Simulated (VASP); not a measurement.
# HfO2 (Fm-3m) in VASP: settings compared, part 2 of 2

VASP 6.6.1. The steps go on from the part before.

### Step 4. Relaxation of cell and atoms, PBEsol+D3(BJ)

Input file INCAR:

```
PREC = Accurate
ENCUT = 600
EDIFF = 1E-6
ISMEAR = -1
SIGMA = 0.05
LREAL = F
LASPH = T
NELM = 60
ALGO = Normal
ISIF = 3
LWAVE = F
LCHARG = F
GGA = PS
IVDW = 12
IBRION = 2
NSW = 60
EDIFFG = -0.01
```

Input file KPOINTS:

```
regular mesh
0
Gamma
  9 9 9
```

Input file POSCAR:

```
HfO2
1.0
    0.0000000000      2.5575000000      2.5575000000
    2.5575000000      0.0000000000      2.5575000000
    2.5575000000      2.5575000000      0.0000000000
Hf O
1 2
Direct
    0.0000000000      0.0000000000      0.0000000000
    0.7500000000      0.7500000000      0.7500000000
    0.2500000000      0.2500000000      0.2500000000
```

Potentials or basis: VASP PAW PBE potentials, release 64 (Hf_pv, O).

Started as:

```console
$ cat potpaw_PBE.64/Hf_pv/POTCAR potpaw_PBE.64/O/POTCAR > POTCAR
$ mpirun -np 1 vasp_std > vasp.out
```

OUTCAR:

```text
PREC = Accurate
   ENCUT = 600
   EDIFF = 1E-6
   ISMEAR = -1
   LREAL = F
   LASPH = T
   NELM = 60
   ISIF = 3
   GGA = PS
   IVDW = 12
   IBRION = 2
   NSW = 60
   EDIFFG = -0.01
 IVDW          = 12

 ion  position               nearest neighbor table
   1  0.000  0.000  0.000-   2 2.21   2 2.21   2 2.21   2 2.21   3 2.21   3 2.21   3 2.21   3 2.21

   2  0.750  0.750  0.750-   1 2.21   1 2.21   1 2.21   1 2.21
   3  0.250  0.250  0.250-   1 2.21   1 2.21   1 2.21   1 2.21

  LATTYP: Found a face centered cubic cell.
 ALAT       =     5.1150000000

  Lattice vectors:

 A1 = (   0.0000000000,   2.5575000000,   2.5575000000)
 A2 = (   2.5575000000,   0.0000000000,   2.5575000000)
 A3 = (   2.5575000000,   2.5575000000,   0.0000000000)

Analysis of symmetry for initial positions (statically):
=====================================================================
 Subroutine PRICEL returns:
 Original cell was already a primitive cell.

 Routine SETGRP: Setting up the symmetry group for a
 face centered cubic supercell.

 Subroutine GETGRP returns: Found 48 space group operations
 (whereof 48 operations were pure point group operations)
 out of a pool of 48 trial point group operations.

The static configuration has the point symmetry O_h .

Analysis of symmetry for dynamics (positions and initial velocities):
=====================================================================
 Subroutine PRICEL returns:
 Original cell was already a primitive cell.
[... 157 lines left out ...]
  free energy    TOTEN  =       -31.56308843 eV

  energy without entropy =      -31.56308843  energy(sigma->0) =      -31.56308843

------------------------ aborting loop because EDIFF is reached ----------------------------------------

 Edisp (eV)   -0.66261

 E8    (eV) :    -0.4461
[... 114 lines left out ...]
--------------------------------------- Ionic step        4  -------------------------------------------

 number of electron      22.0000002 magnetization

 Free energy of the ion-electron system (eV)
  ---------------------------------------------------
  ext. energy  EPLUGINS =         0.00000000
  ---------------------------------------------------
  free energy    TOTEN  =       -31.64245639 eV

  energy without entropy =      -31.64245639  energy(sigma->0) =      -31.64245639

 E-fermi :   5.5210     XC(G=0): -12.3392

 val. band max:        4.4539863835   @ k =  -0.4444   0.4444   0.0000
 cond. band min:       8.3609185007   @ k =   0.4444   0.4444   0.0000
 fundamental gap:      3.9069321173
 Fermi energy:         5.5209644898

 k-point     1 :       0.0000    0.0000    0.0000
  band No.  band energies     occupation
      1     -24.9194      2.00000
      2     -24.9194      2.00000
      3     -24.9194      2.00000
      4     -14.4569      2.00000
      5     -11.1319      2.00000
      6      -1.1676      2.00000
      7      -1.1676      2.00000
      8      -1.1676      2.00000
      9       3.8707      2.00000
     10       3.8707      2.00000
     11       3.8707      2.00000
     12       8.3880      0.00000
     13       8.3880      0.00000
     14      10.5047      0.00000
[... 401 lines left out ...]
      2     -25.0677      2.00000
      3     -25.0677      2.00000
      4     -12.5396      2.00000
      5     -12.0777      2.00000
      6      -2.2002      2.00000
      7       0.7751      2.00000
      8       0.7751      2.00000
      9       3.0055      2.00000
     10       3.0055      2.00000
     11       4.2523      2.00000
     12       8.3609      0.00000
     13      10.1020      0.00000
     14      11.7376      0.00000
     15      13.0502      0.00000

 [... further k-points ...]

------------------------ aborting loop because EDIFF is reached ----------------------------------------

 Edisp (eV)   -0.71133

 E8    (eV) :    -0.4789
[... 26 lines left out ...]
  FREE ENERGIE OF THE ION-ELECTRON SYSTEM (eV)
  ---------------------------------------------------
  free  energy   TOTEN  =       -32.3537898096 eV

  energy  without entropy=      -32.3537898096  energy(sigma->0) =      -32.35378981

 reached required accuracy - stopping structural energy minimisation
```

Wall time 64 s (1 thread of AMD EPYC 7R13 (Zen 3), shared host); peak memory 0.17 GiB.

Results:

```
Free energy                           : -32.3538 eV
Relaxed volume                        : 10.40 Å³/atom
Relaxed cell                          : a = 3.533 Å, b = 3.533 Å, c = 3.533 Å, α = 60.00°, β = 60.00°, γ = 60.00°
Space group after relaxing (to 0.1 Å) : Fm-3m (No. 225)
Energy gained by relaxing             : 42.7 meV/atom
Ionic steps                           : 4
Pressure after relaxing               : -0.1 GPa
Band gap on the k mesh                : 3.91 eV (least direct gap 4.03 eV)
Dispersion energy per atom            : -0.237 eV
```

The path:
```csv
step,energy change (eV),largest force (eV/Å),pressure (GPa),volume (Å³)
1,0.0000,0.0000,-16.96,33.46
2,0.2023,0.0000,37.20,28.06
3,-0.1280,0.0000,-0.58,31.25
4,-0.1281,0.0000,-0.06,31.19
```

Final structure:
```
Hf O
1.0
     0.00000    2.49841    2.49841
     2.49841    0.00000    2.49841
     2.49841    2.49841    0.00000
Hf O
1 2
Direct
  0.00000 0.00000 0.00000
  0.75000 0.75000 0.75000
  0.25000 0.25000 0.25000
```

Caveat: the PAW data sets were made with another functional, which shifts forces and pressure a little; spin-orbit coupling is left out, which moves the levels of the heavy elements; an odd mesh through Γ misses points on the zone boundary, where band edges can lie.

### Step 5. Single point, PBE-based screened hybrid with 25 % exact exchange

POSCAR is that of step 4.

Input file INCAR.step1:

```
SYSTEM = HfO2
  PREC = Accurate
  ENCUT = 520
  EDIFF = 1E-5
  ISMEAR = -1
  SIGMA = 0.05
  LREAL = .FALSE.
  LASPH = .TRUE.
  NELM = 100
  ALGO = Normal
  ISIF = 2
  LWAVE = .TRUE.
  LCHARG = .FALSE.
  NBANDS = 18
  GGA = PE
```

Input file INCAR.step2:

```
SYSTEM = HfO2
  PREC = Accurate
  ENCUT = 520
  EDIFF = 1E-6
  ISMEAR = -1
  SIGMA = 0.05
  LREAL = .FALSE.
  LASPH = .TRUE.
  NELM = 100
  ALGO = Normal
  ISIF = 2
  LWAVE = .FALSE.
  LCHARG = .FALSE.
  GGA = PE
  LHFCALC = .TRUE.
  AEXX = 0.25
  HFSCREEN = 0.2
  PRECFOCK = Normal
  NBANDS = 18
  ISTART = 1
```

Input file KPOINTS:

```
Automatic mesh
0
G
  5 5 5
  0 0 0
```

Potentials or basis: VASP PAW PBE potentials, release 64 (Hf_pv, O).

Started as:

```console
$ cat potpaw_PBE.64/Hf_pv/POTCAR potpaw_PBE.64/O/POTCAR > POTCAR
$ cp INCAR.step1 INCAR
$ mpirun -np 1 vasp_std > vasp.out
$ cp INCAR.step2 INCAR
$ mpirun -np 1 vasp_std > vasp.out
```

OUTCAR:

```text
SYSTEM = HfO2
   PREC = Accurate
   ENCUT = 520
   EDIFF = 1E-6
   ISMEAR = -1
   LREAL = .FALSE.
   LASPH = .TRUE.
   NELM = 100
   ISIF = 2
   GGA = PE
   LHFCALC = .TRUE.
   AEXX = 0.25
   HFSCREEN = 0.2
   PRECFOCK = Normal
   ISTART = 1

 ion  position               nearest neighbor table
   1  0.000  0.000  0.000-   2 2.21   2 2.21   2 2.21   2 2.21   3 2.21   3 2.21   3 2.21   3 2.21

[... 397 lines left out ...]
------------------------ aborting loop because EDIFF is reached ----------------------------------------

  FORCE on cell =-STRESS in cart. coord.  units (eV):
  Direction    XX          YY          ZZ          XY          YZ          ZX
  --------------------------------------------------------------------------------------
  -------------------------------------------------------------------------------------
  Total       -2.7747144     -2.7747144     -2.7747144      0.0000000     -0.0000000      0.0000000
  in kB     -132.8776524   -132.8776524   -132.8776524      0.0000000     -0.0000000      0.0000000
  external PRESSURE =    -132.8776524 kB  Pullay stress =       0.0000000 kB

 VOLUME and BASIS-vectors are now :
 -----------------------------------------------------------------------------
  energy-cutoff  :      520.00
  volume of cell :       33.46
      direct lattice vectors                 reciprocal lattice vectors
     0.000000000  2.557500000  2.557500000    -0.195503421  0.195503421  0.195503421
     2.557500000  0.000000000  2.557500000     0.195503421 -0.195503421  0.195503421
     2.557500000  2.557500000  0.000000000     0.195503421  0.195503421 -0.195503421

 POSITION                                       TOTAL-FORCE (eV/Angst)
 -----------------------------------------------------------------------------------
      0.00000      0.00000      0.00000        -0.000000      0.000000      0.000000
      3.83625      3.83625      3.83625        -0.000000     -0.000000     -0.000000
      1.27875      1.27875      1.27875         0.000000      0.000000     -0.000000
 -----------------------------------------------------------------------------------
    total drift:                               -0.000004      0.000007      0.000000

  FREE ENERGIE OF THE ION-ELECTRON SYSTEM (eV)
  ---------------------------------------------------
  free  energy   TOTEN  =       -36.2734052553 eV

  energy  without entropy=      -36.2734052552  energy(sigma->0) =      -36.27340526
```

Wall time 13 min (1 thread of Intel Xeon Platinum 8559C (Emerald Rapids), shared host); peak memory 0.27 GiB.

Results:

- Free energy: -36.2734 eV
- Pressure: -13.3 GPa
- Band gap on the k mesh: 5.62 eV (least direct gap 5.92 eV)

Caveat: the k points lie up to 0.43 Å⁻¹ apart; the PAW data sets were made with another functional, which shifts forces and pressure a little; spin-orbit coupling is left out, which moves the levels of the heavy elements; an odd mesh through Γ misses points on the zone boundary, where band edges can lie.

### Step 6. Summary

| task | level | cell | k mesh | cutoff (eV) | grid for exact exchange (PRECFOCK) | share of exact exchange | screening parameter | gap on the mesh (eV) | pressure (GPa) | relaxed volume (Å³/atom) |
| --- | --- | --- | --- | --- | --- | --- | --- | --- | --- | --- |
| relaxation of cell and atoms | PBE+D3(BJ) | relaxed | 9 × 9 × 9 | 600 | - | - | - | 3.95 | -0.1 | 10.71 |
| relaxation of cell and atoms | PBE+D4 | relaxed | 9 × 9 × 9 | 600 | - | - | - | 3.95 | 0.1 | 10.72 |
| relaxation of cell and atoms | PBEsol+D3(BJ) | relaxed | 9 × 9 × 9 | 600 | - | - | - | 3.91 | -0.1 | 10.40 |
| single point | PBE-based screened hybrid with 25 % exact exchange | as given | 5 × 5 × 5 | 520 | Normal | 0.25 | 0.2 1/Å | 5.62 | -13.3 | - |

Alike in all rows: potentials or basis VASP PAW PBE potentials, release 64 (Hf_pv, O); no spin polarisation; smearing fermi-dirac 0.05 eV.

Caveats: some runs use coarse meshes; spin-orbit coupling is left out, which moves the levels of the heavy elements; an odd mesh through Γ misses points on the zone boundary, where band edges can lie; the PAW data sets were made with another functional, which shifts forces and pressure a little (at least some runs).

Absolute energies hang on the potentials; compare differences alone.
